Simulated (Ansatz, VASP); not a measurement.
PtS2: VASP beside Ansatz

The input INCAR:

```
SYSTEM = PtS2
  PREC = Accurate
  ENCUT = 570
  EDIFF = 1E-6
  ISMEAR = -1
  SIGMA = 0.05
  LREAL = .False.
  LASPH = .True.
  NELM = 120
  ALGO = Normal
  ISIF = 2
  LWAVE = .False.
  LCHARG = .False.
  GGA = PE
  NBANDS = 22
  GGA_COMPAT = .False.
```

File KPOINTS:

```
regular mesh
0
Gamma
  6 6 4
  0 0 0
```

File POSCAR:

```
PtS2
1.0
    3.5526415803      0.0000000000      0.0000000000
   -1.7763207902      3.0766778591      0.0000000000
    0.0000000000      0.0000000000      5.1227110450
Pt S
1 2
Direct
    0.0000000000      0.0000000000      0.0000000000
    0.3333333333      0.6666666667      0.2392599773
    0.6666666667      0.3333333333      0.7607400227
```

Input for Ansatz:

```yaml
crystal:
  lattice:
    - [3.5526415803, 0.0, 0.0]
    - [-1.7763207902, 3.0766778591, 0.0]
    - [0.0, 0.0, 5.122711045]
  atoms:
    - { symbol: Pt, position: [0.0, 0.0, 0.0] }
    - { symbol: S, position: [0.3333333333, 0.6666666667, 0.2392599773] }
    - { symbol: S, position: [0.6666666667, 0.3333333333, 0.7607400227] }
kpoints:
  mp_grid: { grid: [6, 6, 4] }
hamiltonian:
  xc: pbe
scf:
  occupations: { method: fermi_dirac, width: 0.05 }
  n_extra_bands: 4
output:
  forces: true
  stress: true
  eigenvalues: true
```

Alike in both runs: task single point; functional PBE; k mesh 6 × 6 × 4; occupations fermi-dirac, width 0.05 eV; no spin polarisation.

```csv
,VASP,Ansatz
version,VASP 6.6.1,Ansatz 0.2.0
potentials or method,"VASP PAW PBE potentials, release 64 (Pt_sv_GW, S)",plane waves
plane-wave cutoff (eV),570,420
valence electrons in the cell,30,30
```

```tsv
	VASP	Ansatz	Ansatz less VASP
pressure (GPa)	2.9	3.7	+0.76
traceless stress, the component that is largest in VASP (GPa)	-0.91	-1.00	-0.091
rms of the force components (eV/Å)	0.019	0.031	+0.0122
```

Atom by atom the forces differ by 0.012 eV/Å (rms over components).

Neither program's run includes spin-orbit coupling.
